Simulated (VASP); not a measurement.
# ReSb (zincblende type) (F-43m) in VASP: relaxation of cell and atoms with PBE

Aim: the relaxation of cell and atoms of ReSb (zincblende type) with PBE.

Program: VASP 6.6.1. These are calculated values, not measurements. Logs are shortened: lines on timing, memory, paths and dates and some standing lists are left out, and cuts for length are marked.

### Step 1. The cell of the first run

The structure is cubic, space group F-43m (No. 216). The conventional cell has a = 6.214 Å, b = 6.214 Å, c = 6.214 Å, α = 90.00°, β = 90.00°, γ = 90.00°. Re (site symmetry -43m) has 4 Sb at 2.69 Å within 3.5 Å. Sb (site symmetry -43m) has 4 Re at 2.69 Å within 3.5 Å.

### Step 2. Relaxation of cell and atoms, PBE

Input file INCAR:

```
SYSTEM = ReSb
PREC     = Accurate       ! precision mode
ENCUT    = 600            ! plane-wave cutoff, eV
EDIFF    = 1E-7           ! SCF threshold, eV
ISMEAR   = -1             ! smearing method
SIGMA    = 0.08           ! smearing width, eV
LREAL    = .FALSE.        ! projectors in reciprocal space
LASPH    = .TRUE.         ! aspherical terms in the spheres
NELM     = 80             ! most SCF steps
ALGO     = Normal         ! electronic algorithm
ISIF     = 3              ! what is computed and relaxed
LWAVE    = .FALSE.        ! write WAVECAR
LCHARG   = .FALSE.        ! write CHGCAR
GGA      = PE             ! functional
IBRION   = 2              ! ionic algorithm
NSW      = 60             ! ionic steps
EDIFFG   = -0.005         ! ionic threshold
```

Input file KPOINTS:

```
regular mesh
0
G
  12 12 12
  0 0 0
```

Input file POSCAR:

```
ReSb
1.0
    0.0000000000      3.1072325060      3.1072325060
    3.1072325060      0.0000000000      3.1072325060
    3.1072325060      3.1072325060      0.0000000000
Re Sb
1 1
Direct
    0.0000000000      0.0000000000      0.0000000000
    0.2500000000      0.2500000000      0.2500000000
```

Potentials or basis: VASP PAW PBE potentials, release 64 (Re, Sb).

On the command line:

```console
$ cat potpaw_PBE.64/Re/POTCAR potpaw_PBE.64/Sb/POTCAR > POTCAR
$ mpirun -np 1 vasp_std > vasp.out
```

OUTCAR:

```text
SYSTEM = ReSb
   PREC = Accurate
   ENCUT = 600
   EDIFF = 1E-7
   ISMEAR = -1
   LREAL = .FALSE.
   LASPH = .TRUE.
   NELM = 80
   ISIF = 3
   GGA = PE
   IBRION = 2
   NSW = 60
   EDIFFG = -0.005

 ion  position               nearest neighbor table
   1  0.000  0.000  0.000-   2 2.69   2 2.69   2 2.69   2 2.69
   2  0.250  0.250  0.250-   1 2.69   1 2.69   1 2.69   1 2.69

  LATTYP: Found a face centered cubic cell.
 ALAT       =     6.2144650120

  Lattice vectors:

 A1 = (   0.0000000000,   3.1072325060,   3.1072325060)
 A2 = (   3.1072325060,   0.0000000000,   3.1072325060)
 A3 = (   3.1072325060,   3.1072325060,   0.0000000000)

Analysis of symmetry for initial positions (statically):
=====================================================================
 Subroutine PRICEL returns:
 Original cell was already a primitive cell.

 Routine SETGRP: Setting up the symmetry group for a
 face centered cubic supercell.

 Subroutine GETGRP returns: Found 24 space group operations
 (whereof 24 operations were pure point group operations)
 out of a pool of 48 trial point group operations.

The static configuration has the point symmetry T_d .

Analysis of symmetry for dynamics (positions and initial velocities):
=====================================================================
 Subroutine PRICEL returns:
 Original cell was already a primitive cell.

 Routine SETGRP: Setting up the symmetry group for a
 face centered cubic supercell.

 Subroutine GETGRP returns: Found 24 space group operations
 (whereof 24 operations were pure point group operations)
 out of a pool of 48 trial point group operations.

The dynamic configuration has the point symmetry T_d .

 Subroutine INISYM returns: Found 24 space group operations
 (whereof 24 operations are pure point group operations),
 and found     1 'primitive' translations

----------------------------------------------------------------------------------------

                                     Primitive cell

  volume of cell :      60.0000

  direct lattice vectors                    reciprocal lattice vectors
     0.000000000  3.107232506  3.107232506    -0.160914897  0.160914897  0.160914897
     3.107232506  0.000000000  3.107232506     0.160914897 -0.160914897  0.160914897
     3.107232506  3.107232506  0.000000000     0.160914897  0.160914897 -0.160914897

  length of vectors
     4.394290351  4.394290351  4.394290351     0.278712778  0.278712778  0.278712778

  position of ions in fractional coordinates (direct lattice)
     0.000000000  0.000000000  0.000000000
     0.250000000  0.250000000  0.250000000

  ion indices of the primitive-cell ions
   primitive index   ion index
                 1           1
                 2           2

----------------------------------------------------------------------------------------

 KPOINTS: regular mesh

Automatic generation of k-mesh.
 Grid dimensions read from file:
 generate k-points for:   12   12   12

 Generating k-lattice:

  Cartesian coordinates                     Fractional coordinates (reciprocal lattice)
    -0.013409575  0.013409575  0.013409575     0.083333333  0.000000000  0.000000000
     0.013409575 -0.013409575  0.013409575     0.000000000  0.083333333  0.000000000
     0.013409575  0.013409575 -0.013409575     0.000000000  0.000000000  0.083333333

  Length of vectors
     0.023226065  0.023226065  0.023226065

  Shift w.r.t. Gamma in fractional coordinates (k-lattice)
     0.000000000  0.000000000  0.000000000

 Subroutine IBZKPT returns following result:
 ===========================================

 Found     72 irreducible k-points:

 Following reciprocal coordinates:
            Coordinates               Weight
  0.000000  0.000000  0.000000      1.000000
  0.083333  0.000000  0.000000      8.000000
  0.166667  0.000000  0.000000      8.000000
  0.250000  0.000000  0.000000      8.000000
  0.333333  0.000000  0.000000      8.000000
  0.416667  0.000000  0.000000      8.000000
[... 16 lines left out ...]
  0.500000  0.166667  0.000000     24.000000
 -0.416667  0.166667  0.000000     24.000000
 [... further k-points ...]
   k-points           NKPTS =     72   k-points in BZ     NKDIM =     72   number of bands    NBANDS=     10
   number of dos      NEDOS =    301   number of ions     NIONS =      2
   total plane-waves  NPLWV =  46656
   dimension x,y,z NGX =    36 NGY =   36 NGZ =   36
   dimension x,y,z NGXF=    72 NGYF=   72 NGZF=   72
   ions per type =               1   1
   NGX,Y,Z   is equivalent  to a cutoff of  13.62, 13.62, 13.62 a.u.
   NGXF,Y,Z  is equivalent  to a cutoff of  27.24, 27.24, 27.24 a.u.
 SYSTEM =  ReSb
   PREC   = accura    normal or accurate (medium, high low for compatibility)
   ISTART =      0    job   : 0-new  1-cont  2-samecut
   ICHARG =      2    charge: 1-file 2-atom 10-const
   ISPIN  =      1    spin polarized calculation?
   LNONCOLLINEAR =      F non collinear calculations
   LSORBIT =      F    spin-orbit coupling
   LASPH  =      T    aspherical Exc in radial PAW
   ENCUT  =  600.0 eV  44.10 Ry    6.64 a.u.   8.78  8.78  8.78*2*pi/ulx,y,z
   NELM   =     80;   NELMIN=  2; NELMDL= -5     # of ELM steps
   EDIFF  = 0.1E-06   stopping-criterion for ELM
   LREAL  =      F    real-space projection
   EDIFFG = -.5E-02   stopping-criterion for IOM
   NSW    =     60    number of steps for IOM
   IBRION =      2    ionic relax: 0-MD 1-quasi-New 2-CG
   NFREE  =      1    steps in history (QN), initial steepest desc. (CG)
   ISIF   =      3    stress and relaxation
   ISYM   =      2    0-nonsym 1-usesym 2-fastsym
   POTIM  = 0.5000    time-step for ionic-motion
   TEBEG  =    0.0;   TEEND  =   0.0 temperature during run
   PSTRESS=    0.0 pullay stress
   NELECT =      12.0000    total number of electrons
   NUPDOWN=      -1.0000    fix difference up-down
   EMIN   =  10.00;   EMAX   =-10.00  energy-range for DOS
   EFERMI =   0.00;   METHOD = LEGACY
   ISMEAR =    -1;   SIGMA  =   0.08  broadening in eV -4-tet -1-fermi 0-gaus
   EFERMI_NEDOS =   21; number of points for ismear=-14 and -15
   IALGO  =     38    algorithm
   IMIX   =      4    mixing-type and parameters
     AMIX     =   0.40;   BMIX     =  1.00
     AMIX_MAG =   1.60;   BMIX_MAG =  1.00
  volume/ion in A,a.u.               =      30.00       202.45
  Fermi-wavevector in a.u.,A,eV,Ry     =   0.957381  1.809188 12.470807  0.916578
  Thomas-Fermi vector in A             =   2.086394
   LORBIT       =      0    0 simple, 1 ext, 2 COOP (PROOUT), +10 PAW based schemes
   GGA     = PE    functional components
   LHFCALC =     F    Hartree Fock is set to
   AEXX    =    0.0000 exact exchange contribution
   IVDW    =     0    specifies the selected vdW correction
   LEPSILON=     F    determine dielectric tensor
   LRPA    =     F    only Hartree local field effects (RPA)
 conjugate gradient relaxation of ions
 non-spin polarized calculation
  energy-cutoff  :      600.00
  volume of cell :       60.00
 maximum number of plane-waves:      2044
   NGX = 17   NGY = 17   NGZ = 17

--------------------------------------- Ionic step        1  -------------------------------------------

 number of electron      11.9999999 magnetization

 Free energy of the ion-electron system (eV)
  ---------------------------------------------------
  ext. energy  EPLUGINS =         0.00000000
  ---------------------------------------------------
  free energy    TOTEN  =       -13.50359612 eV

  energy without entropy =      -13.40951260  energy(sigma->0) =      -13.45655436

 E-fermi :   3.8553     XC(G=0):  -9.4587

 val. band max:        3.8519783469   @ k =   0.5000   0.2500   0.0000
 cond. band min:       3.8579514534   @ k =  -0.4167   0.4167   0.0833
 fundamental gap:      0.0059731066
 Fermi energy:         3.8553357469

 k-point     1 :       0.0000    0.0000    0.0000
  band No.  band energies     occupation
      1      -6.2604      2.00000
      2       1.2294      2.00000
      3       1.2294      2.00000
      4       1.2294      2.00000
      5       3.5682      1.94626
      6       3.5682      1.94626
      7       7.0097      0.00000
      8       9.1743      0.00000
      9       9.1747      0.00000
     10       9.1752      0.00000
[... 287 lines left out ...]
 k-point    24 :      -0.4167    0.1667    0.0000
  band No.  band energies     occupation
      1      -5.0808      2.00000
      2       0.1210      2.00000
      3       1.2582      2.00000
      4       1.6559      2.00000
      5       3.4481      1.98776
      6       3.6340      1.88164
      7       4.0142      0.24135
      8       5.8306      0.00000
      9       6.5632      0.00000
     10       9.1552      0.00000

 [... further k-points ...]

------------------------ aborting loop because EDIFF is reached ----------------------------------------

  FORCE on cell =-STRESS in cart. coord.  units (eV):
  Direction    XX          YY          ZZ          XY          YZ          ZX
  --------------------------------------------------------------------------------------
  -------------------------------------------------------------------------------------
  Total       -2.7698031     -2.7698031     -2.7698031      0.0000000      0.0000000     -0.0000000
  in kB      -73.9619296    -73.9619296    -73.9619296      0.0000000      0.0000000     -0.0000000
  external PRESSURE =     -73.9619296 kB  Pullay stress =       0.0000000 kB
[... 21 lines left out ...]
  energy  without entropy=      -13.4095126034  energy(sigma->0) =      -13.45655436

--------------------------------------- Ionic step        2  -------------------------------------------

 number of electron      12.0000000 magnetization

 E-fermi :   5.7441     XC(G=0): -10.4080

 val. band max:        5.7409680174   @ k =  -0.4167   0.5000   0.0833
 cond. band min:       5.7473542614   @ k =   0.4167   0.4167   0.0000
 fundamental gap:      0.0063862440
 Fermi energy:         5.7441413413

 k-point     1 :       0.0000    0.0000    0.0000
  band No.  band energies     occupation
      1      -5.3410      2.00000
      2       2.5766      2.00000
      3       2.5766      2.00000
      4       2.5766      2.00000
      5       5.3574      1.98422
      6       5.3574      1.98422
      7      10.1784      0.00000
      8      12.4780      0.00000
      9      12.4780      0.00000
     10      12.4780      0.00000
[... 287 lines left out ...]
 k-point    24 :      -0.4167    0.1667    0.0000
  band No.  band energies     occupation
      1      -3.6747      2.00000
      2       1.4273      2.00000
      3       2.6025      2.00000
      4       3.1340      2.00000
      5       5.2467      1.99602
      6       5.4499      1.95068
      7       5.9650      0.11901
      8       8.3739      0.00000
      9       9.1891      0.00000
     10      11.9012      0.00000

 [... further k-points ...]

------------------------ aborting loop because EDIFF is reached ----------------------------------------

  FORCE on cell =-STRESS in cart. coord.  units (eV):
  Direction    XX          YY          ZZ          XY          YZ          ZX
  --------------------------------------------------------------------------------------
  -------------------------------------------------------------------------------------
  Total        4.4437569      4.4437569      4.4437569     -0.0000000      0.0000000     -0.0000000
  in kB      146.0162706    146.0162706    146.0162706     -0.0000000      0.0000000     -0.0000000
  external PRESSURE =     146.0162706 kB  Pullay stress =       0.0000000 kB
[... 165 lines left out ...]
  energy  without entropy=      -13.5524694930  energy(sigma->0) =      -13.59506966

--------------------------------------- Ionic step        7  -------------------------------------------

 number of electron      12.0000000 magnetization

 Free energy of the ion-electron system (eV)
  ---------------------------------------------------
  ext. energy  EPLUGINS =         0.00000000
  ---------------------------------------------------
  free energy    TOTEN  =       -13.63772981 eV

  energy without entropy =      -13.55271117  energy(sigma->0) =      -13.59522049

 E-fermi :   4.6517     XC(G=0):  -9.8780

 val. band max:        4.6512987301   @ k =   0.5000   0.2500   0.0000
 cond. band min:       4.6585794678   @ k =  -0.4167   0.5000   0.0833
 fundamental gap:      0.0072807377
 Fermi energy:         4.6516579890

 k-point     1 :       0.0000    0.0000    0.0000
  band No.  band energies     occupation
      1      -5.8694      2.00000
      2       1.7957      2.00000
      3       1.7957      2.00000
      4       1.7957      2.00000
      5       4.3256      1.96659
      6       4.3256      1.96659
      7       8.3835      0.00000
      8      10.6376      0.00000
      9      10.6376      0.00000
     10      10.6376      0.00000
[... 287 lines left out ...]
 k-point    24 :      -0.4167    0.1667    0.0000
  band No.  band energies     occupation
      1      -4.4851      2.00000
      2       0.6705      2.00000
      3       1.8232      2.00000
      4       2.2778      2.00000
      5       4.2030      1.99269
      6       4.4021      1.91538
      7       4.8360      0.18154
      8       6.9046      0.00000
      9       7.6723      0.00000
     10      10.3643      0.00000

 [... further k-points ...]

------------------------ aborting loop because EDIFF is reached ----------------------------------------

  FORCE on cell =-STRESS in cart. coord.  units (eV):
  Direction    XX          YY          ZZ          XY          YZ          ZX
  --------------------------------------------------------------------------------------
  -------------------------------------------------------------------------------------
  Total        0.0036493      0.0036493      0.0036493      0.0000000      0.0000000     -0.0000000
  in kB        0.1069299      0.1069299      0.1069299      0.0000000      0.0000000     -0.0000000
  external PRESSURE =       0.1069299 kB  Pullay stress =       0.0000000 kB
[... 17 lines left out ...]
  FREE ENERGIE OF THE ION-ELECTRON SYSTEM (eV)
  ---------------------------------------------------
  free  energy   TOTEN  =       -13.6377298109 eV

  energy  without entropy=      -13.5527111719  energy(sigma->0) =      -13.59522049

 reached required accuracy - stopping structural energy minimisation
```

Run time: 2.5 min. Hardware: 1 thread of Intel Xeon Platinum 8488C (Sapphire Rapids), shared host; peak memory 0.26 GiB.

Results:

| Property | Result |
| --- | --- |
| Free energy | -13.6377 eV |
| Relaxed volume | 27.34 Å³/atom |
| Relaxed cell | a = 4.260 Å, b = 4.260 Å, c = 4.260 Å, α = 60.00°, β = 60.00°, γ = 60.00° |
| Space group after relaxing (to 0.1 Å) | F-43m (No. 216) |
| Energy gained by relaxing | 67.1 meV/atom |
| Ionic steps | 7 |
| Pressure after relaxing | 0.0 GPa |
| Band gap on the k mesh | zero (bands 6 and 7 overlap by 0.12 eV) |

The path:
```
step  energy change (eV)  largest force (eV/Å)  pressure (GPa)  volume (Å³)
   1              0.0000                0.0000           -7.40        60.00
   2              0.1091                0.0000           14.60        48.76
   3             -0.1340                0.0000           -0.24        54.82
   4             -0.1341                0.0000           -0.03        54.70
   5             -0.1341                0.0000            0.15        54.60
   6             -0.1341                0.0000           -0.18        54.78
   7             -0.1341                0.0000            0.01        54.68
```

Final structure:
```yaml
crystal:
  lattice:
    - [0.00000, 3.01252, 3.01252]
    - [3.01252, 0.00000, 3.01252]
    - [3.01252, 3.01252, 0.00000]
  atoms:
    - { symbol: Re, position: [0.00000, 0.00000, 0.00000] }
    - { symbol: Sb, position: [0.25000, 0.25000, 0.25000] }
```

Levels at points of the mesh, in eV from the Fermi level:
```
           k point  band 4  band 5  band 6  band 7  band 8  band 9
(0.00, 0.00, 0.00)   -2.86   -0.33   -0.33    3.73    5.99    5.99
(0.50, 0.00, 0.00)   -2.53   -0.12   -0.12   -0.09    3.25    3.25
(0.50, 0.50, 0.00)   -1.66   -0.90   -0.26    0.06    0.95    0.95
```

Caveat: spin-orbit coupling is left out, which moves the levels of the heavy elements.
